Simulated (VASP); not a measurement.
# HfC (Fm-3m) in VASP: single point with PBE

Aim: the single point of HfC with PBE.

All numbers are computed with VASP 6.6.1; they aren't measurements. Logs are shortened: lines on timing, memory, paths and dates and some standing lists are left out, and cuts for length are marked.

## Step 1: The cell of the first run

The structure is cubic, space group Fm-3m (No. 225). Conventional cell: a = 4.651 Å, b = 4.651 Å, c = 4.651 Å, α = 90.00°, β = 90.00°, γ = 90.00°. Hf (site symmetry m-3m) has 6 C at 2.33 Å within 3.1 Å. C (site symmetry m-3m) has 6 Hf at 2.33 Å within 3.1 Å.

## Step 2: Single point, PBE

Contents of INCAR:

```
SYSTEM = HfC
ALGO = Normal
EDIFF = 1E-6
ENCUT = 520
GGA = PE
ISIF = 2
ISMEAR = 0
ISYM = 0
LASPH = .True.
LCHARG = .False.
LREAL = .False.
LWAVE = .False.
NBANDS = 14
NELM = 100
PREC = Accurate
SIGMA = 0.1
```

Contents of KPOINTS:

```
k-points
0
Gamma
  12 12 13
  0 0 0
```

Contents of POSCAR:

```
HfC
1.0
    3.2891025716      0.0000000000      0.0000000000
   -1.6445512858      2.8484463827      0.0000000000
    1.6445512858      0.9494821276      2.6855410041
Hf C
1 1
Direct
    0.0000000000      0.5000000000      0.5000000000
    0.0000000000      0.0000000000      0.0000000000
```

Potentials or basis: VASP PAW PBE potentials, release 64 (Hf_pv, C).

The run is started by

```sh
> cat potpaw_PBE.64/Hf_pv/POTCAR potpaw_PBE.64/C/POTCAR > POTCAR
> mpirun -np 1 vasp_std > vasp.out
```

OUTCAR:

```text
SYSTEM = HfC
   EDIFF = 1E-6
   ENCUT = 520
   GGA = PE
   ISIF = 2
   ISMEAR = 0
   ISYM = 0
   LASPH = .True.
   LREAL = .False.
   NELM = 100
   PREC = Accurate

 ion  position               nearest neighbor table
   1  0.000  0.500  0.500-   2 2.33   2 2.33   2 2.33   2 2.33   2 2.33   2 2.33
   2  0.000  0.000  0.000-   1 2.33   1 2.33   1 2.33   1 2.33   1 2.33   1 2.33

IMPORTANT INFORMATION: All symmetrisations will be switched off!
NOSYMM: (Re-)initialisation of all symmetry stuff for point group C_1.

----------------------------------------------------------------------------------------

                                     Primitive cell

  volume of cell :      25.1604

  direct lattice vectors                    reciprocal lattice vectors
     3.289102572  0.000000000  0.000000000     0.304034301  0.175534285 -0.248242967
    -1.644551286  2.848446383  0.000000000     0.000000000  0.351068571 -0.124121483
     1.644551286  0.949482128  2.685541004     0.000000000  0.000000000  0.372364450

  length of vectors
     3.289102572  3.289102572  3.289102572     0.429969431  0.372364450  0.372364450

  position of ions in fractional coordinates (direct lattice)
     0.000000000  0.500000000  0.500000000
     0.000000000  0.000000000  0.000000000

  ion indices of the primitive-cell ions
   primitive index   ion index
                 1           1
                 2           2

----------------------------------------------------------------------------------------

 KPOINTS: k-points

Automatic generation of k-mesh.
 Grid dimensions read from file:
 generate k-points for:   12   12   13

 Generating k-lattice:

  Cartesian coordinates                     Fractional coordinates (reciprocal lattice)
     0.025336192  0.014627857 -0.020686914     0.083333333  0.000000000  0.000000000
     0.000000000  0.029255714 -0.010343457     0.000000000  0.083333333  0.000000000
     0.000000000  0.000000000  0.028643419     0.000000000  0.000000000  0.076923077

  Length of vectors
     0.035830786  0.031030371  0.028643419

  Shift w.r.t. Gamma in fractional coordinates (k-lattice)
     0.000000000  0.000000000  0.000000000

 -----------------------------------------------------------------------------
|                                                                             |
|           W    W    AA    RRRRR   N    N  II  N    N   GGGG   !!!           |
|           W    W   A  A   R    R  NN   N  II  NN   N  G    G  !!!           |
|           W    W  A    A  R    R  N N  N  II  N N  N  G       !!!           |
|           W WW W  AAAAAA  RRRRR   N  N N  II  N  N N  G  GGG   !            |
|           WW  WW  A    A  R   R   N   NN  II  N   NN  G    G                |
[... 80 lines left out ...]
   ISMEAR =     0;   SIGMA  =   0.10  broadening in eV -4-tet -1-fermi 0-gaus
   EFERMI_NEDOS =   21; number of points for ismear=-14 and -15
   IALGO  =     38    algorithm
   IMIX   =      4    mixing-type and parameters
     AMIX     =   0.40;   BMIX     =  1.00
     AMIX_MAG =   1.60;   BMIX_MAG =  1.00
  volume/ion in A,a.u.               =      12.58        84.90
  Fermi-wavevector in a.u.,A,eV,Ry     =   1.346517  2.544548 24.668823  1.813107
  Thomas-Fermi vector in A             =   2.474342
   LORBIT       =      0    0 simple, 1 ext, 2 COOP (PROOUT), +10 PAW based schemes
   GGA     = PE    functional components
   LHFCALC =     F    Hartree Fock is set to
   AEXX    =    0.0000 exact exchange contribution
   IVDW    =     0    specifies the selected vdW correction
   LEPSILON=     F    determine dielectric tensor
   LRPA    =     F    only Hartree local field effects (RPA)
 non-spin polarized calculation
 Gauss-broadening in eV      SIGMA  =   0.10
  energy-cutoff  :      520.00
  volume of cell :       25.16
 maximum number of plane-waves:       700
   NGX = 13   NGY = 13   NGZ = 13

 number of electron      14.0000000 magnetization

 Free energy of the ion-electron system (eV)
  ---------------------------------------------------
  ext. energy  EPLUGINS =         0.00000000
  ---------------------------------------------------
  free energy    TOTEN  =       -21.04751679 eV

  energy without entropy =      -21.04662374  energy(sigma->0) =      -21.04707026

 E-fermi :   5.9303     XC(G=0): -12.2805

 val. band max:        5.9295497666   @ k =   0.2500  -0.2500   0.3077
 cond. band min:       5.9676080673   @ k =   0.0000   0.0000   0.0769
 fundamental gap:      0.0380583007
 Fermi energy:         5.9302941291

 k-point     1 :       0.0000    0.0000    0.0000
  band No.  band energies     occupation
      1     -23.6310      2.00000
      2     -23.6310      2.00000
      3     -23.6305      2.00000
      4      -6.3586      2.00000
      5       6.9446      0.00000
      6       6.9451      0.00000
      7       6.9452      0.00000
      8       7.3368      0.00000
      9       7.3372      0.00000
     10       7.3372      0.00000
     11       9.3334      0.00000
     12       9.3337      0.00000
     13      12.7625      0.00000
     14      16.9441      0.00000
[... 377 lines left out ...]
      1     -24.1645      2.00000
      2     -23.9036      2.00000
      3     -23.8217      2.00000
      4      -4.0801      2.00000
      5       2.6094      2.00000
      6       3.5567      2.00000
      7       4.8678      2.00000
      8       6.6606      0.00000
      9      12.1508      0.00000
     10      12.3620      0.00000
     11      12.7967      0.00000
     12      15.1652      0.00000
     13      15.8718      0.00000
     14      18.5090      0.00000

 [... further k-points ...]

------------------------ aborting loop because EDIFF is reached ----------------------------------------

  FORCE on cell =-STRESS in cart. coord.  units (eV):
  Direction    XX          YY          ZZ          XY          YZ          ZX
  --------------------------------------------------------------------------------------
  -------------------------------------------------------------------------------------
  Total       -0.1052346     -0.1060262     -0.1126513      0.0006853     -0.0043683     -0.0075662
  in kB       -6.7011874     -6.7515961     -7.1734717      0.0436381     -0.2781654     -0.4818066
  external PRESSURE =      -6.8754184 kB  Pullay stress =       0.0000000 kB

 VOLUME and BASIS-vectors are now :
 -----------------------------------------------------------------------------
  energy-cutoff  :      520.00
  volume of cell :       25.16
      direct lattice vectors                 reciprocal lattice vectors
     3.289102572  0.000000000  0.000000000     0.304034301  0.175534285 -0.248242967
    -1.644551286  2.848446383  0.000000000     0.000000000  0.351068571 -0.124121483
     1.644551286  0.949482128  2.685541004     0.000000000  0.000000000  0.372364450

 POSITION                                       TOTAL-FORCE (eV/Angst)
 -----------------------------------------------------------------------------------
      0.00000      1.89896      1.34277         0.000000      0.000000     -0.000000
      0.00000      0.00000      0.00000        -0.000000     -0.000000      0.000000
 -----------------------------------------------------------------------------------
    total drift:                                0.000000      0.000000     -0.000000

  FREE ENERGIE OF THE ION-ELECTRON SYSTEM (eV)
  ---------------------------------------------------
  free  energy   TOTEN  =       -21.0475167896 eV

  energy  without entropy=      -21.0466237398  energy(sigma->0) =      -21.04707026
```

stdout:

```text
POSCAR found type information on POSCAR HfC
 POSCAR found :  2 types and       2 ions
 scaLAPACK will be used
 LDA part: xc-table for (Slater+PW92), standard interpolation
 -----------------------------------------------------------------------------
|                                                                             |
|           W    W    AA    RRRRR   N    N  II  N    N   GGGG   !!!           |
|           W    W   A  A   R    R  NN   N  II  NN   N  G    G  !!!           |
|           W    W  A    A  R    R  N N  N  II  N N  N  G       !!!           |
|           W WW W  AAAAAA  RRRRR   N  N N  II  N  N N  G  GGG   !            |
|           WW  WW  A    A  R   R   N   NN  II  N   NN  G    G                |
|           W    W  A    A  R    R  N    N  II  N    N   GGGG   !!!           |
|                                                                             |
|     Your reciprocal lattice and k-lattice belong to different lattice       |
|     classes:                                                                |
|                                                                             |
|        The reciprocal lattice is body-centered cubic,                       |
|        whereas your k-lattice is base-centered monoclinic.                  |
|                                                                             |
|     Results are often still useful ...                                      |
|                                                                             |
 -----------------------------------------------------------------------------

 POSCAR, INCAR and KPOINTS ok, starting setup
 FFT: planning ... GRIDC
 FFT: planning ... GRID_SOFT
 FFT: planning ... GRID
 WAVECAR not read
 entering main loop
```

Wall time 2 min (1 thread of Intel Xeon Platinum 8259CL at 2.50GHz (Skylake/Cascade Lake), shared host); peak memory 0.44 GiB.

Results:

* Free energy: -21.0475 eV
* Pressure: -0.7 GPa
* Band gap on the k mesh: zero (band 7 reaches 6.95 eV, above the bottom of band 8 at 5.52 eV)

Caveat: spin-orbit coupling is left out, which moves the levels of the heavy elements.
